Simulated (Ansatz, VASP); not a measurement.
Two plane-wave programs on Cd

INCAR

```
SYSTEM = Cd
PREC = Accurate
ENCUT = 520
EDIFF = 1E-6
ISMEAR = -1
SIGMA = 0.1
LREAL = .FALSE.
LASPH = .TRUE.
NELM = 100
ALGO = Normal
ISIF = 2
LWAVE = .FALSE.
LCHARG = .FALSE.
NBANDS = 12
```

File KPOINTS:

```
regular mesh
0
G
  14 14 14
  0 0 0
```

File POSCAR:

```
Cd
1.0
   -1.6719830933      1.6719830933      1.6719830933
    1.6719830933     -1.6719830933      1.6719830933
    1.6719830933      1.6719830933     -1.6719830933
Cd
1
Direct
    0.0000000000      0.0000000000      0.0000000000
```

Input for Ansatz:

```yaml
crystal:
  lattice:
    - [-1.6719830933, 1.6719830933, 1.6719830933]
    - [1.6719830933, -1.6719830933, 1.6719830933]
    - [1.6719830933, 1.6719830933, -1.6719830933]
  atoms:
    - { symbol: Cd, position: [0.0, 0.0, 0.0] }
hamiltonian:
  xc: lda
  pseudopotentials:
    kind: paw
    azcp:
      Cd: "pseudopotentials/Cd.paw.azcp"
basis:
  ecutwfc: 420
  fft_grid_basis: typed
kpoints:
  mp_grid: { grid: [14, 14, 14], shift: [0, 0, 0] }
magnetization:
  spin_polarized: false
scf:
  occupations: { method: fermi_dirac, width: 0.1 }
  lower_state_search: "off"
output:
  stress: true
  write_density: true
  write_potential: true
  elf: true
  volumetric_format: npy
```

Alike in both runs: task single point; functional LDA; k mesh 14 × 14 × 14; occupations fermi-dirac, width 0.1 eV; no spin polarisation.

|  | VASP | Ansatz |
| --- | --- | --- |
| version | VASP 6.6.1 | Ansatz 0.2.0 |
| potentials or method | VASP PAW LDA potentials, release 64 (Cd), cutoff 520 eV | plane waves (420 eV) with PAW, scalar-relativistic |
| valence electrons in the cell | 12 | 20 |

|  | VASP | Ansatz | Ansatz less VASP |
| --- | --- | --- | --- |
| pressure (GPa) | 7.4 | 6.5 | -0.87 |

Ansatz warns that its potentials were made for another functional, while VASP's fit it. LDA's correlation is that of Perdew and Zunger in VASP and of Perdew and Wang (1992) in Ansatz. VASP's potentials hold 12 valence electrons a cell and Ansatz's 20, so a difference there can come from the potentials and not from the codes.
